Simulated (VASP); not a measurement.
Crystal: PbO.

```xyz
2
Lattice="2.6358 0.0000 0.0000 0.0000 2.6358 0.0000 0.0000 0.0000 2.6358" Properties=species:S:1:pos:R:3 pbc="T T T"
Pb    0.0000    0.0000    0.0000
O     1.3179    1.3179    1.3179
```

```yaml
Program: VASP 6.6.1
Task: relaxation of cell and atoms
Functional: PBE
Potentials_or_basis: VASP PAW PBE potentials, release 64 (Pb_d, O)
Cutoff: 600 eV
k_mesh: 8 × 8 × 8
Occupations: fermi-dirac, width 0.02 eV
Spin: no spin polarisation
```

At the start: pressure 224.6 GPa; volume 9.16 Å³/atom.

Task: How do energy, volume and symmetry change on relaxing?

Result: Over 8 steps the energy falls by 2958.7 meV/atom and the volume is 16.20 Å³/atom (+76.9 %); space group Pm-3m (No. 221, to 0.05 Å).

Step by step:
```
step  energy change (eV)  largest force (eV/Å)  pressure (GPa)  volume (Å³)
   1              0.0000                0.0000          224.61        18.31
   2              2.0924                0.0000          -39.89        77.75
   3             -5.6973                0.0000          -13.37        37.20
   4             -5.8605                0.0000           -7.47        34.72
   5             -5.9174                0.0000            0.37        32.30
   6             -5.9168                0.0000           -0.87        32.63
   7             -5.9173                0.0000            0.47        32.27
   8             -5.9175                0.0000            0.00        32.40
```

Final structure:
```yaml
crystal:
  lattice:
    - [3.18784, 0.00000, 0.00000]
    - [0.00000, 3.18784, 0.00000]
    - [0.00000, 0.00000, 3.18784]
  atoms:
    - { symbol: Pb, position: [0.00000, 0.00000, 0.00000] }
    - { symbol: O, position: [0.50000, 0.50000, 0.50000] }
```

Caveat: the volume moved by over 15 % at a fixed basis, so the end points are rough.
